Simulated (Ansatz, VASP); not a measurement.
## Two plane-wave programs on SnTe

File POSCAR:

```
SnTe
1.0
    0.0000000000      3.5839840092      3.4764644889
    3.5839840092      0.0000000000      3.4764644889
    3.5839840092      3.5839840092      0.0000000000
Sn Te
1 1
Direct
    0.0000000000      0.0000000000      0.0000000000
    0.2500000000      0.2500000000      0.2500000000
```

The input INCAR.step1:

```
  PREC = Accurate
  ENCUT = 520
  EDIFF = 1E-5
  ISMEAR = -1
  SIGMA = 0.02
  LREAL = False
  LASPH = True
  NELM = 100
  ALGO = Normal
  ISIF = 2
  LWAVE = True
  LCHARG = False
  GGA = PE
  NBANDS = 17
```

The input INCAR.step2:

```
  PREC = Accurate
  ENCUT = 520
  EDIFF = 1E-6
  ISMEAR = -1
  SIGMA = 0.02
  LREAL = False
  LASPH = True
  NELM = 100
  ALGO = Normal
  ISIF = 2
  LWAVE = False
  LCHARG = False
  GGA = PE
  LHFCALC = True
  HFSCREEN = 0.2079
  PRECFOCK = Normal
  ISTART = 1
  NBANDS = 17
```

KPOINTS

```
Automatic mesh
0
Gamma
  4 4 4
```

Input for Ansatz:

```yaml
crystal:
  lattice:
    - [0.0, 3.5839840092, 3.4764644889]
    - [3.5839840092, 0.0, 3.4764644889]
    - [3.5839840092, 3.5839840092, 0.0]
  atoms:
    - { symbol: Sn, position: [0.0, 0.0, 0.0] }
    - { symbol: Te, position: [0.25, 0.25, 0.25] }
kpoints:
  mp_grid: { grid: [4, 4, 4] }
  band_path:
    path:
      - [0.0, 0.0, 0.0]
      - [-0.5, -0.5, 0.0]
      - [-0.375, -0.375, 0.25]
      - [-0.375, 0.0, 0.375]
      - [0.0, 0.0, 0.5]
      - [-0.5, -0.25, 0.25]
      - [0.25, -0.25, -0.5]
    npoints: 1
hamiltonian:
  xc: hse06
scf:
  occupations: { method: fermi_dirac, width: 0.02 }
  n_extra_bands: 4
output:
  forces: true
  stress: true
  eigenvalues: true
  write_density: true
  write_potential: true
  elf: true
  volumetric_format: npy
```

Change from the starting cell: uniaxial_z strain -3.0%.

Alike in both runs: task single point; functional HSE06; k mesh 4 × 4 × 4; occupations fermi-dirac, width 0.02 eV; no spin polarisation.

|  | VASP | Ansatz |
| --- | --- | --- |
| version | VASP 6.6.1 | Ansatz 0.2.0 |
| potentials or method | VASP PAW PBE potentials, release 64 (Sn_d, Te) | plane waves, PAW |
| plane-wave cutoff (eV) | 520 | 420 |
| valence electrons in the cell | 20 | 30 |

```csv
,VASP,Ansatz,Ansatz less VASP
pressure (GPa),0.5,0.7,+0.19
"traceless stress, the component that is largest in VASP (GPa)",-0.20,-0.16,+0.045
```

VASP's potentials hold 20 valence electrons a cell and Ansatz's 30, so a difference there can come from the potentials and not from the codes. Ansatz's warnings: stress exchange threshold loose, stress scf threshold loose.

The k mesh is coarse, so the values compare programs but aren't converged. Spin-orbit coupling is off throughout.
